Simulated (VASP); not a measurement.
Write the native input for VASP 6.6.1 that does the following.

```
Task                   : relaxation of cell and atoms
Functional             : PBE
Potentials or basis    : VASP PAW PBE potentials, release 64 (Cs_sv)
Cutoff                 : 500 eV
k mesh                 : 10 × 10 × 10
Occupations            : fermi-dirac, width 0.1 eV
Spin                   : no spin polarisation
Target pressure        : 10 GPa
Dipole correction      : no
Further INCAR settings : ALGO = Normal; EDIFF = 1e-07; IBRION = 2; EDIFFG = -0.01; NSW = 80; ISIF = 3
```

The structure of Cs lies in POSCAR:

```
Cs
1.0
   -3.0350000000      3.0350000000      3.0350000000
    3.0350000000     -3.0350000000      3.0350000000
    3.0350000000      3.0350000000     -3.0350000000
Cs
1
Direct
    0.0000000000      0.0000000000      0.0000000000
```

One way to write it, as run:

INCAR

```
SYSTEM = Cs
PREC     = Accurate       ! precision mode
ENCUT    = 500            ! plane-wave cutoff, eV
EDIFF    = 1E-7           ! SCF threshold, eV
ISMEAR   = -1             ! smearing method
SIGMA    = 0.1            ! smearing width, eV
LREAL    = .FALSE.        ! projectors in reciprocal space
LASPH    = .TRUE.         ! aspherical terms in the spheres
NELM     = 120            ! most SCF steps
ALGO     = Normal         ! electronic algorithm
ISIF     = 3              ! what is computed and relaxed
LWAVE    = .FALSE.        ! write WAVECAR
LCHARG   = .FALSE.        ! write CHGCAR
GGA      = PE             ! functional
IBRION   = 2              ! ionic algorithm
NSW      = 80             ! ionic steps
EDIFFG   = -0.01          ! ionic threshold
PSTRESS  = 100.0        
GGA_COMPAT= .FALSE.      
NELMIN   = 4
```

KPOINTS

```
regular mesh
0
G
  10 10 10
  0 0 0
```

Potentials or basis: VASP PAW PBE potentials, release 64 (Cs_sv).

Run with:

```bash
$ cat potpaw_PBE.64/Cs_sv/POTCAR > POTCAR
$ mpirun -np 1 vasp_std > vasp.out
```

It gave:

| Item | Value |
| --- | --- |
| Relaxed volume | 35.92 Å³/atom |
| Relaxed cell | a = 3.600 Å, b = 3.600 Å, c = 3.600 Å, α = 109.47°, β = 109.47°, γ = 109.47° |
| Space group after relaxing (to 0.1 Å) | Im-3m (No. 229) |
| Energy change on relaxing (the run minimises the enthalpy) | +1287.9 meV/atom |
| Ionic steps | 3 |
| Pressure after relaxing | 10.0 GPa |
| Band gap on the k mesh | zero (an odd number of electrons rules out a gap without spin polarisation) |

Caveat: the cell is relaxed towards a set pressure, so the run minimises the enthalpy, not the energy; the volume moved by over 15 % at a fixed basis, so the end points are rough; spin-orbit coupling is left out, which moves the levels of the heavy elements.

Run time: 44 s on 1 thread of Intel(R) Xeon(R) 6975P-C (Granite Rapids) (shared host), peak memory 0.26 GiB.
